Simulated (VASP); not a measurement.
# BiTe (Fm-3m) in VASP: notebook

Aim: see how the results for BiTe move with the level of theory and the settings. Levels: rpbe exchange, lyp correlation, LDA. Tasks: single point.

Everything below comes from runs of VASP 6.6.1. Logs are shortened: lines on timing, memory, paths and dates and some standing lists are left out, and cuts for length are marked.

## (1) The cell of the first run

The structure is cubic, space group Fm-3m (No. 225). The conventional cell has a = 6.470 Å, b = 6.470 Å, c = 6.470 Å, α = 90.00°, β = 90.00°, γ = 90.00°. Within 4.3 Å of Bi (site symmetry m-3m) lie 6 Te at 3.23 Å. Te (site symmetry m-3m) has 6 Bi at 3.23 Å within 4.3 Å.

## (2) Single point, rpbe exchange, lyp correlation, collinear spin

POSCAR reads:

```
BiTe
1.0
    0.0000000000      3.2350000000      3.2350000000
    3.2350000000      0.0000000000      3.2350000000
    3.2350000000      3.2350000000      0.0000000000
Bi Te
1 1
Direct
    0.0000000000      0.0000000000      0.0000000000
    0.5000000000      0.5000000000      0.5000000000
```

INCAR.step1 reads:

```
SYSTEM = BiTe
  ALGO = Normal
  EDIFF = 1E-6
  ENCUT = 400
  GGA = LIBXC
  GGA_COMPAT = .False.
  ISIF = 2
  ISMEAR = 1
  ISPIN = 2
  LASPH = .True.
  LCHARG = .True.
  LIBXC1 = GGA_X_RPBE
  LIBXC2 = GGA_C_LYP
  LORBIT = 11
  LREAL = .False.
  LWAVE = .False.
  MAGMOM = 0.67 0.17
  NBANDS = 22
  NEDOS = 2001
  NELM = 200
  NUPDOWN = 1.0
  PREC = Accurate
  SIGMA = 0.05
```

KPOINTS.step1 reads:

```
k-points
0
Gamma
  7 7 7
  0 0 0
```

INCAR.step2 reads:

```
SYSTEM = BiTe
  ALGO = Normal
  EDIFF = 1E-6
  ENCUT = 400
  GGA = LIBXC
  GGA_COMPAT = .False.
  ICHARG = 11
  ISIF = 2
  ISMEAR = -5
  ISPIN = 2
  LASPH = .True.
  LCHARG = .False.
  LIBXC1 = GGA_X_RPBE
  LIBXC2 = GGA_C_LYP
  LORBIT = 10
  LREAL = .False.
  LWAVE = .False.
  MAGMOM = 0.67 0.17
  NEDOS = 2001
  NELM = 200
  NUPDOWN = 1.0
  PREC = Accurate
  SIGMA = 0.05
```

KPOINTS.step2 reads:

```
k-points
0
Gamma
  11 11 11
  0 0 0
```

Potentials or basis: VASP PAW PBE potentials, release 64 (Bi_d, Te).

Run with:

```
cat potpaw_PBE.64/Bi_d/POTCAR potpaw_PBE.64/Te/POTCAR > POTCAR
cp INCAR.step1 INCAR
cp KPOINTS.step1 KPOINTS
mpirun -np 1 vasp_std > vasp.out
cp INCAR.step2 INCAR
cp KPOINTS.step2 KPOINTS
mpirun -np 1 vasp_std > vasp.out
```

OUTCAR:

```text
SYSTEM = BiTe
   EDIFF = 1E-6
   ENCUT = 400
   GGA = LIBXC
   ICHARG = 11
   ISIF = 2
   ISMEAR = -5
   ISPIN = 2
   LASPH = .True.
   LORBIT = 10
   LREAL = .False.
   NELM = 200
   NUPDOWN = 1.0
   PREC = Accurate

 ion  position               nearest neighbor table
   1  0.000  0.000  0.000-   2 3.23   2 3.23   2 3.23   2 3.23   2 3.23   2 3.23
   2  0.500  0.500  0.500-   1 3.23   1 3.23   1 3.23   1 3.23   1 3.23   1 3.23

  LATTYP: Found a face centered cubic cell.
 ALAT       =     6.4700000000

  Lattice vectors:

 A1 = (   0.0000000000,   3.2350000000,   3.2350000000)
 A2 = (   3.2350000000,   0.0000000000,   3.2350000000)
 A3 = (   3.2350000000,   3.2350000000,   0.0000000000)

Analysis of symmetry for initial positions (statically):
=====================================================================
 Subroutine PRICEL returns:
 Original cell was already a primitive cell.

 Routine SETGRP: Setting up the symmetry group for a
 face centered cubic supercell.

 Subroutine GETGRP returns: Found 48 space group operations
 (whereof 48 operations were pure point group operations)
 out of a pool of 48 trial point group operations.

The static configuration has the point symmetry O_h .

Analysis of symmetry for dynamics (positions and initial velocities):
=====================================================================
 Subroutine PRICEL returns:
 Original cell was already a primitive cell.

 Routine SETGRP: Setting up the symmetry group for a
 face centered cubic supercell.

 Subroutine GETGRP returns: Found 48 space group operations
 (whereof 48 operations were pure point group operations)
 out of a pool of 48 trial point group operations.

The dynamic configuration has the point symmetry O_h .

Analysis of structural, dynamic, and magnetic symmetry:
=====================================================================
 Subroutine PRICEL returns:
 Original cell was already a primitive cell.

 Routine SETGRP: Setting up the symmetry group for a
 face centered cubic supercell.

 Subroutine GETGRP returns: Found 48 space group operations
 (whereof 48 operations were pure point group operations)
 out of a pool of 48 trial point group operations.

The overall configuration has the point symmetry O_h .

 Subroutine INISYM returns: Found 48 space group operations
 (whereof 48 operations are pure point group operations),
 and found     1 'primitive' translations

----------------------------------------------------------------------------------------

                                     Primitive cell

  volume of cell :      67.7100

  direct lattice vectors                    reciprocal lattice vectors
     0.000000000  3.235000000  3.235000000    -0.154559505  0.154559505  0.154559505
[... 140 lines left out ...]
 fundamental gap:     -1.3420101013
 Fermi energy:         7.8767594105

 spin component 1

 k-point     1 :       0.0000    0.0000    0.0000
  band No.  band energies     occupation
      1     -16.0330      1.00000
      2     -16.0330      1.00000
      3     -16.0307      1.00000
      4     -16.0307      1.00000
      5     -16.0307      1.00000
      6      -6.4199      1.00000
      7      -1.1078      1.00000
      8       4.5879      1.00000
      9       4.5879      1.00000
     10       4.5879      1.00000
     11       9.1505      0.00000
     12       9.1505      0.00000
     13       9.1505      0.00000
     14      12.0408      0.00000
[... 379 lines left out ...]
      3     -16.0294      1.00000
      4     -16.0276      1.00000
      5     -16.0257      1.00000
      6      -5.6597      1.00000
      7      -2.5374      1.00000
      8       3.5423      1.00000
      9       5.4313      1.00000
     10       5.6932      1.00000
     11       6.6832      1.00000
     12       6.7011      1.06077
     13       9.7472      0.00000
     14      12.0859      0.00000

 [... further k-points ...]

 spin component 2

 k-point     1 :       0.0000    0.0000    0.0000
  band No.  band energies     occupation
      1     -15.9486      1.00000
      2     -15.9486      1.00000
      3     -15.9383      1.00000
      4     -15.9383      1.00000
      5     -15.9383      1.00000
      6      -6.1361      1.00000
      7      -0.8451      1.00000
      8       4.8306      1.00000
      9       4.8306      1.00000
     10       4.8306      1.00000
     11       9.5671      0.00000
     12       9.5671      0.00000
     13       9.5671      0.00000
     14      12.3037      0.00000
[... 379 lines left out ...]
      3     -15.9370      1.00000
      4     -15.9353      1.00000
      5     -15.9341      1.00000
      6      -5.3821      1.00000
      7      -2.2584      1.00000
      8       3.8114      1.00000
      9       5.5584      1.00000
     10       5.8195      1.00000
     11       7.1562      0.00000
     12       7.2084      0.00000
     13      10.0958      0.00000
     14      12.3773      0.00000

 [... further k-points ...]

------------------------ aborting loop because EDIFF is reached ----------------------------------------

  FORCE on cell =-STRESS in cart. coord.  units (eV):
  Direction    XX          YY          ZZ          XY          YZ          ZX
  --------------------------------------------------------------------------------------
  -------------------------------------------------------------------------------------
  Total        3.0439724      3.0439724      3.0439724      0.0000000      0.0000000      0.0000000
  in kB       72.0275165     72.0275165     72.0275165      0.0000000      0.0000000      0.0000000
  external PRESSURE =      72.0275165 kB  Pullay stress =       0.0000000 kB

 VOLUME and BASIS-vectors are now :
 -----------------------------------------------------------------------------
  energy-cutoff  :      400.00
  volume of cell :       67.71
      direct lattice vectors                 reciprocal lattice vectors
     0.000000000  3.235000000  3.235000000    -0.154559505  0.154559505  0.154559505
     3.235000000  0.000000000  3.235000000     0.154559505 -0.154559505  0.154559505
     3.235000000  3.235000000  0.000000000     0.154559505  0.154559505 -0.154559505

 POSITION                                       TOTAL-FORCE (eV/Angst)
 -----------------------------------------------------------------------------------
      0.00000      0.00000      0.00000         0.000000      0.000000      0.000000
      3.23500      3.23500      3.23500         0.000000      0.000000     -0.000000
 -----------------------------------------------------------------------------------
    total drift:                               -0.000000      0.000000      0.000000

  FREE ENERGIE OF THE ION-ELECTRON SYSTEM (eV)
  ---------------------------------------------------
  free  energy   TOTEN  =        -5.0698931142 eV

  energy  without entropy=       -5.0698931142  energy(sigma->0) =       -5.06989311

 total charge

# of ion       s       p       d       tot
------------------------------------------
    1        1.581   1.218   9.928  12.726
    2        1.414   1.939   0.033   3.387
--------------------------------------------------
tot          2.995   3.157   9.961  16.113

 magnetization (x)

# of ion       s       p       d       tot
------------------------------------------
    1        0.010   0.430   0.005   0.446
    2        0.036   0.046   0.018   0.100
--------------------------------------------------
tot          0.047   0.476   0.023   0.546
```

OSZICAR.step1:

```text
N       E                     dE             d eps       ncg     rms          rms(c)
DAV:   1     0.160820544765E+03    0.16082E+03   -0.81860E+03  1776   0.753E+02
DAV:   2     0.764588085968E+01   -0.15317E+03   -0.14765E+03  1904   0.256E+02
DAV:   3    -0.469831767705E+01   -0.12344E+02   -0.12251E+02  2128   0.756E+01
DAV:   4    -0.503715602047E+01   -0.33884E+00   -0.33869E+00  2188   0.135E+01
DAV:   5    -0.505274185422E+01   -0.15586E-01   -0.15585E-01  2534   0.275E+00    0.745E+00
DAV:   6    -0.506558047328E+01   -0.12839E-01   -0.28164E-01  2312   0.313E+00    0.433E+00
DAV:   7    -0.507432073429E+01   -0.87403E-02   -0.49427E-02  2148   0.114E+00    0.220E+00
DAV:   8    -0.507884291862E+01   -0.45222E-02   -0.67281E-03  2140   0.364E-01    0.639E-01
DAV:   9    -0.508013929803E+01   -0.12964E-02   -0.26500E-03  2074   0.330E-01    0.192E-01
DAV:  10    -0.508043435865E+01   -0.29506E-03   -0.33553E-04  2132   0.157E-01    0.611E-02
DAV:  11    -0.508052493264E+01   -0.90574E-04   -0.62179E-05  2024   0.484E-02    0.393E-02
DAV:  12    -0.508055375873E+01   -0.28826E-04   -0.25150E-05  2054   0.236E-02    0.111E-02
DAV:  13    -0.508056149763E+01   -0.77389E-05   -0.11660E-05  2000   0.180E-02    0.632E-03
DAV:  14    -0.508056233754E+01   -0.83991E-06   -0.16007E-06  2034   0.621E-03
   1 F= -.50805623E+01 E0= -.50807320E+01  d E =0.509067E-03  mag=     1.0000
```

Wall time 83 s (1 thread of AMD EPYC 7R43 (Zen 3), shared host); peak memory 0.18 GiB.

Results:

```
Net moment                                            : 1.00 μB per cell
Site moments                                          : Bi +0.45; Te +0.10 μB
Valence electrons inside the program's atomic spheres : Bi 12.73; Te 3.39
```

Caveat: the PAW data sets were made with another functional, which shifts forces and pressure a little; spin-orbit coupling is left out, which moves the levels of the heavy elements; the total moment is fixed, so each spin has its own Fermi level.

## (3) Single point, LDA

POSCAR is that of step 2.

INCAR.step1 reads:

```
ALGO = Normal
EDIFF = 1E-6
ENCUT = 400
GGA = CA
GGA_COMPAT = False
ISIF = 2
ISMEAR = -1
LASPH = True
LCHARG = True
LORBIT = 11
LREAL = False
LWAVE = False
NBANDS = 18
NEDOS = 2001
NELM = 120
PREC = Accurate
SIGMA = 0.01
```

KPOINTS.step1 reads:

```
k-points
0
Gamma
  7 7 7
```

INCAR.step2 reads:

```
ALGO = Normal
EDIFF = 1E-6
ENCUT = 400
GGA = CA
GGA_COMPAT = False
ICHARG = 11
ISIF = 2
ISMEAR = -5
LASPH = True
LCHARG = False
LORBIT = 11
LREAL = False
LWAVE = False
NEDOS = 2001
NELM = 120
PREC = Accurate
SIGMA = 0.01
```

KPOINTS.step2 reads:

```
k-points
0
Gamma
  11 11 11
```

Potentials or basis: VASP PAW LDA potentials, release 64 (Bi_d, Te).

Run with:

```
cat potpaw_LDA.64/Bi_d/POTCAR potpaw_LDA.64/Te/POTCAR > POTCAR
cp INCAR.step1 INCAR
cp KPOINTS.step1 KPOINTS
mpirun -np 1 vasp_std > vasp.out
cp INCAR.step2 INCAR
cp KPOINTS.step2 KPOINTS
mpirun -np 1 vasp_std > vasp.out
```

OUTCAR:

```text
EDIFF = 1E-6
   ENCUT = 400
   GGA = CA
   ICHARG = 11
   ISIF = 2
   ISMEAR = -5
   LASPH = True
   LORBIT = 11
   LREAL = False
   NELM = 120
   PREC = Accurate

 ion  position               nearest neighbor table
   1  0.000  0.000  0.000-   2 3.23   2 3.23   2 3.23   2 3.23   2 3.23   2 3.23
   2  0.500  0.500  0.500-   1 3.23   1 3.23   1 3.23   1 3.23   1 3.23   1 3.23

  LATTYP: Found a face centered cubic cell.
 ALAT       =     6.4700000000

  Lattice vectors:

[... 602 lines left out ...]
  -------------------------------------------------------------------------------------
  Total       -1.2454943     -1.2454943     -1.2454943      0.0000000      0.0000000      0.0000000
  in kB      -29.4713131    -29.4713131    -29.4713131      0.0000000      0.0000000      0.0000000
  external PRESSURE =     -29.4713131 kB  Pullay stress =       0.0000000 kB

 VOLUME and BASIS-vectors are now :
 -----------------------------------------------------------------------------
  energy-cutoff  :      400.00
  volume of cell :       67.71
      direct lattice vectors                 reciprocal lattice vectors
     0.000000000  3.235000000  3.235000000    -0.154559505  0.154559505  0.154559505
     3.235000000  0.000000000  3.235000000     0.154559505 -0.154559505  0.154559505
     3.235000000  3.235000000  0.000000000     0.154559505  0.154559505 -0.154559505

 POSITION                                       TOTAL-FORCE (eV/Angst)
 -----------------------------------------------------------------------------------
      0.00000      0.00000      0.00000        -0.000000     -0.000000     -0.000000
      3.23500      3.23500      3.23500         0.000000      0.000000      0.000000
 -----------------------------------------------------------------------------------
    total drift:                               -0.000000      0.000000     -0.000000

  FREE ENERGIE OF THE ION-ELECTRON SYSTEM (eV)
  ---------------------------------------------------
  free  energy   TOTEN  =        -8.4964332357 eV

  energy  without entropy=       -8.4964332357  energy(sigma->0) =       -8.49643324

 total charge

# of ion       s       p       d       tot
------------------------------------------
    1        1.570   1.222   9.920  12.713
    2        1.424   1.865   0.038   3.327
--------------------------------------------------
tot          2.995   3.088   9.958  16.040
```

OUTCAR.step1:

```text
EDIFF = 1E-6
   ENCUT = 400
   GGA = CA
   ISIF = 2
   ISMEAR = -1
   LASPH = True
[... 638 lines left out ...]
    total drift:                               -0.000000      0.000000      0.000000

  FREE ENERGIE OF THE ION-ELECTRON SYSTEM (eV)
  ---------------------------------------------------
  free  energy   TOTEN  =        -8.4591890879 eV

  energy  without entropy=       -8.4575644875  energy(sigma->0) =       -8.45837679

 total charge

# of ion       s       p       d       tot
------------------------------------------
    1        1.572   1.219   9.920  12.711
    2        1.425   1.873   0.037   3.335
--------------------------------------------------
tot          2.997   3.092   9.957  16.046
```

Wall time 24 s (1 thread of AMD EPYC 9R45 (Zen 5), shared host); peak memory 0.13 GiB.

Results:

```yaml
Valence_electrons_inside_the_program's_atomic_spheres: Bi 12.71; Te 3.33
```

Levels at points of the mesh, in eV from the Fermi level:
```
           k point  band 8  band 9  band 10  band 11  band 12  band 13
(0.00, 0.00, 0.00)   -2.57   -2.57    -2.57     2.07     2.07     2.07
```

Caveat: spin-orbit coupling is left out, which moves the levels of the heavy elements; tetrahedron occupations give inexact forces and stress in metals.
